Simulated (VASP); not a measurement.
# Ru (P6_3/mmc) in VASP: vibrations by perturbation theory with PBEsol

Aim: the vibrations by perturbation theory of Ru with PBEsol.

All numbers are computed with VASP 6.6.1; they aren't measurements. Logs are shortened: lines on timing, memory, paths and dates and some standing lists are left out, and cuts for length are marked.

### Step 1. The cell of the first run

The structure is hexagonal, space group P6_3/mmc (No. 194). Conventional cell: a = 2.692 Å, b = 2.692 Å, c = 4.252 Å, α = 90.00°, β = 90.00°, γ = 120.00°. Within 3.5 Å of Ru (site symmetry -6m2) lie 12 Ru at 2.63 to 2.69 Å.

### Step 2. Vibrations by perturbation theory, PBEsol

Contents of INCAR:

```
PREC     = Accurate       # precision mode
ENCUT    = 520            # plane-wave cutoff, eV
EDIFF    = 1E-8           # SCF threshold, eV
ISMEAR   = -1             # smearing method
SIGMA    = 0.15           # smearing width, eV
LREAL    = F              # projectors in reciprocal space
LASPH    = T              # aspherical terms in the spheres
NELM     = 100            # most SCF steps
ALGO     = Normal         # electronic algorithm
ISIF     = 2              # what is computed and relaxed
LWAVE    = F              # write WAVECAR
LCHARG   = F              # write CHGCAR
GGA      = PS             # functional
IBRION   = 8              # ionic algorithm
NSW      = 1              # ionic steps
```

Contents of KPOINTS:

```
Automatic mesh
0
Gamma
  15 15 8
```

Contents of POSCAR:

```
Ru
1.0
    2.6917306257      0.0000000000      0.0000000000
   -1.3458653129      2.3311071020      0.0000000000
    0.0000000000      0.0000000000      4.2516494297
Ru
2
Direct
    0.3333333333      0.6666666667      0.2500000000
    0.6666666667      0.3333333333      0.7500000000
```

Potentials or basis: VASP PAW PBE potentials, release 64 (Ru_pv).

Started as:

```sh
$ cat potpaw_PBE.64/Ru_pv/POTCAR > POTCAR
$ mpirun -np 1 vasp_std > vasp.out
```

OUTCAR:

```text
PREC = Accurate
   ENCUT = 520
   EDIFF = 1E-8
   ISMEAR = -1
   LREAL = F
   LASPH = T
   NELM = 100
   ISIF = 2
   GGA = PS
   IBRION = 8
   NSW = 1

 ion  position               nearest neighbor table
   1  0.333  0.667  0.250-   2 2.63   2 2.63   2 2.63   2 2.63   2 2.63   2 2.63
   2  0.667  0.333  0.750-   1 2.63   1 2.63   1 2.63   1 2.63   1 2.63   1 2.63

  LATTYP: Found a hexagonal cell.
 ALAT       =     2.6917306257
 C/A-ratio  =     1.5795226272

  Lattice vectors:

 A1 = (   2.6917306257,   0.0000000000,   0.0000000000)
 A2 = (  -1.3458653129,   2.3311071020,   0.0000000000)
 A3 = (   0.0000000000,   0.0000000000,   4.2516494297)

Analysis of symmetry for initial positions (statically):
=====================================================================
 Subroutine PRICEL returns:
 Original cell was already a primitive cell.

 Routine SETGRP: Setting up the symmetry group for a
 hexagonal supercell.

 Subroutine GETGRP returns: Found 24 space group operations
 (whereof 12 operations were pure point group operations)
 out of a pool of 24 trial point group operations.

The static configuration has the point symmetry D_3d.
 The point group associated with its full space group is D_6h.

Analysis of symmetry for dynamics (positions and initial velocities):
=====================================================================
 Subroutine PRICEL returns:
 Original cell was already a primitive cell.

 Routine SETGRP: Setting up the symmetry group for a
 hexagonal supercell.

 Subroutine GETGRP returns: Found 24 space group operations
 (whereof 12 operations were pure point group operations)
 out of a pool of 24 trial point group operations.

The dynamic configuration has the point symmetry D_3d.
 The point group associated with its full space group is D_6h.

 Subroutine INISYM returns: Found 24 space group operations
 (whereof 12 operations are pure point group operations),
 and found     1 'primitive' translations

----------------------------------------------------------------------------------------

                                     Primitive cell

  volume of cell :      26.6779

  direct lattice vectors                    reciprocal lattice vectors
     2.691730626  0.000000000  0.000000000     0.371508200  0.214490359  0.000000000
    -1.345865313  2.331107102  0.000000000     0.000000000  0.428980719  0.000000000
     0.000000000  0.000000000  4.251649430     0.000000000  0.000000000  0.235202835

  length of vectors
     2.691730626  2.691730626  4.251649430     0.428980719  0.428980719  0.235202835

  position of ions in fractional coordinates (direct lattice)
     0.333333333  0.666666667  0.250000000
     0.666666667  0.333333333  0.750000000

  ion indices of the primitive-cell ions
   primitive index   ion index
                 1           1
                 2           2

----------------------------------------------------------------------------------------

 KPOINTS: Automatic mesh

Automatic generation of k-mesh.
 Grid dimensions read from file:
 generate k-points for:   15   15    8

 Generating k-lattice:

  Cartesian coordinates                     Fractional coordinates (reciprocal lattice)
     0.024767213  0.014299357  0.000000000     0.066666667  0.000000000  0.000000000
     0.000000000  0.028598715  0.000000000     0.000000000  0.066666667  0.000000000
[... 78 lines left out ...]
     AMIX_MAG =   1.60;   BMIX_MAG =  1.00
  volume/ion in A,a.u.               =      13.34        90.02
  Fermi-wavevector in a.u.,A,eV,Ry     =   1.663708  3.143952 37.659893  2.767924
  Thomas-Fermi vector in A             =   2.750378
   LORBIT       =      0    0 simple, 1 ext, 2 COOP (PROOUT), +10 PAW based schemes
   GGA     = PS    functional components
   LHFCALC =     F    Hartree Fock is set to
   AEXX    =    0.0000 exact exchange contribution
   IVDW    =     0    specifies the selected vdW correction
   LEPSILON=     F    determine dielectric tensor
   LRPA    =     F    only Hartree local field effects (RPA)
 non-spin polarized calculation
  energy-cutoff  :      520.00
  volume of cell :       26.68
 maximum number of plane-waves:       735
 NGX is ok and might be reduce to    20
   NGX =  9   NGY =  9   NGZ = 15

--------------------------------------- Ionic step        1  -------------------------------------------

 number of electron      27.9999998 magnetization

 Free energy of the ion-electron system (eV)
  ---------------------------------------------------
  ext. energy  EPLUGINS =         0.00000000
  ---------------------------------------------------
  free energy    TOTEN  =       -20.40366152 eV

  energy without entropy =      -20.28640806  energy(sigma->0) =      -20.34503479

 E-fermi :  13.0423     XC(G=0): -14.3899

 val. band max:       13.0181992277   @ k =   0.0000   0.0000   0.3750
 cond. band min:      13.0625551342   @ k =   0.0667  -0.0000   0.3750
 fundamental gap:      0.0443559065
 Fermi energy:        13.0423159983

 k-point     1 :       0.0000    0.0000    0.0000
  band No.  band energies     occupation
      1     -30.6447      2.00000
      2     -29.6477      2.00000
      3     -29.6477      2.00000
      4     -29.4653      2.00000
      5     -29.4653      2.00000
      6     -29.4205      2.00000
[... 481 lines left out ...]
      5     -29.8006      2.00000
      6     -29.7700      2.00000
[... 10 lines left out ...]
     17      18.4514      0.00000
     18      19.9223      0.00000

 [... further k-points ...]

------------------------ aborting loop because EDIFF is reached ----------------------------------------

  FORCE on cell =-STRESS in cart. coord.  units (eV):
  Direction    XX          YY          ZZ          XY          YZ          ZX
  --------------------------------------------------------------------------------------
  -------------------------------------------------------------------------------------
  Total       -0.0188414     -0.0188414     -0.0185114      0.0000000     -0.0000000      0.0000000
  in kB       -1.1315461     -1.1315461     -1.1117274      0.0000000     -0.0000000      0.0000000
  external PRESSURE =      -1.1249399 kB  Pullay stress =       0.0000000 kB

 VOLUME and BASIS-vectors are now :
 -----------------------------------------------------------------------------
  energy-cutoff  :      520.00
  volume of cell :       26.68
      direct lattice vectors                 reciprocal lattice vectors
     2.691730626  0.000000000  0.000000000     0.371508200  0.214490359  0.000000000
    -1.345865313  2.331107102  0.000000000     0.000000000  0.428980719  0.000000000
     0.000000000  0.000000000  4.251649430     0.000000000  0.000000000  0.235202835

 POSITION                                       TOTAL-FORCE (eV/Angst)
 -----------------------------------------------------------------------------------
     -0.00000      1.55407      1.06291        -0.000000      0.000000      0.000000
      1.34587      0.77704      3.18874         0.000000      0.000000      0.000000
 -----------------------------------------------------------------------------------
    total drift:                               -0.000000      0.000000     -0.000000

  FREE ENERGIE OF THE ION-ELECTRON SYSTEM (eV)
  ---------------------------------------------------
  free  energy   TOTEN  =       -20.4036615179 eV

  energy  without entropy=      -20.2864080596  energy(sigma->0) =      -20.34503479

[... ionic steps 2 to 3 ...]

--------------------------------------- Ionic step        4  -------------------------------------------

------------------------ aborting loop because EDIFF is reached ----------------------------------------

[... ionic steps 5 to 5 ...]

--------------------------------------- Ionic step        6  -------------------------------------------

 Free energy of the ion-electron system (eV)
  ---------------------------------------------------
  ---------------------------------------------------
  free energy    TOTEN  =        -0.74273539 eV

  energy without entropy =       -0.74273540

------------------------ aborting loop because EDIFF is reached ----------------------------------------

 INTERNAL STRAIN TENSOR  FOR ION    1  DIRECTION 3   (eV/Angst):
 -----------------------------------------------------------------------------
    -0.07729  0.00000  0.00000
     0.00000 -0.07729  0.00000
    -0.00000  0.00000  0.16089

 INTERNAL STRAIN TENSOR FOR ION    2 for displacements in x,y,z  (eV/Angst):
          X           Y           Z          XY          YZ          ZX
  --------------------------------------------------------------------------------
  x    -0.00000     0.00000    -0.00000     3.14815     0.00000     0.00000
  y     3.14815    -3.14815    -0.00000     0.00000     0.00000     0.00000
  z     0.00000    -0.00000     0.00000     0.00000     0.00000     0.00000

 SECOND DERIVATIVES (NOT SYMMETRIZED)
 ------------------------------------
               1X          1Y          1Z          2X          2Y          2Z
  1X    -7.378755    0.000000    0.000000    7.378755   -0.000000    0.000000
  1Y     0.000000   -7.378755    0.000000   -0.000000    7.378755    0.000000
  1Z     0.000000    0.000000  -12.960053    0.000000    0.000000   12.960053
  2X     7.378755   -0.000000    0.000000   -7.378755    0.000000    0.000000
  2Y    -0.000000    7.378755    0.000000    0.000000   -7.378755    0.000000
  2Z     0.000000    0.000000   12.960053    0.000000    0.000000  -12.960053

 Eigenvectors and eigenvalues of the dynamical matrix
 ----------------------------------------------------

   1 f  =    7.916951 THz    49.743672 2PiTHz  264.081070 cm-1    32.741865 meV
             X         Y         Z           dx          dy          dz
     -0.000000  1.554071  1.062912     0.000000    0.000000   -0.707107
      1.345865  0.777036  3.188737     0.000000    0.000000    0.707107
[... 21 lines left out ...]
   6 f  =    0.000000 THz     0.000000 2PiTHz    0.000000 cm-1     0.000000 meV
             X         Y         Z           dx          dy          dz
     -0.000000  1.554071  1.062912     0.000000    0.000000    0.707107
      1.345865  0.777036  3.188737     0.000000    0.000000    0.707107

--------------------------------------------------------------------------------------------------------

 ELASTIC MODULI CONTR FROM IONIC RELAXATION (kBar)
 Direction    XX          YY          ZZ          XY          YZ          ZX
 --------------------------------------------------------------------------------
 XX         -80.6656     80.6656      0.0000      0.0000      0.0000     -0.0000
 YY          80.6656    -80.6656     -0.0000      0.0000      0.0000      0.0000
 ZZ           0.0000     -0.0000     -0.0000      0.0000      0.0000     -0.0000
 XY           0.0000      0.0000      0.0000    -80.6656      0.0000     -0.0000
 YZ           0.0000      0.0000      0.0000      0.0000      0.0000      0.0000
 ZX          -0.0000      0.0000     -0.0000     -0.0000      0.0000     -0.0000
 --------------------------------------------------------------------------------
```

Run time: 15 min. Hardware: 1 thread of Intel Xeon 8259CL, shared host; peak memory 0.57 GiB.

Results:

```
Highest phonon frequency at Γ : 264 cm⁻¹
```

Phonon frequencies in cm⁻¹ (negative: imaginary):
| q point | frequencies |
| --- | --- |
| (0.000, 0.000, 0.000) | 0 0 0 199 199 264 |

Caveat: the PAW data sets were made with another functional, which shifts forces and pressure a little.
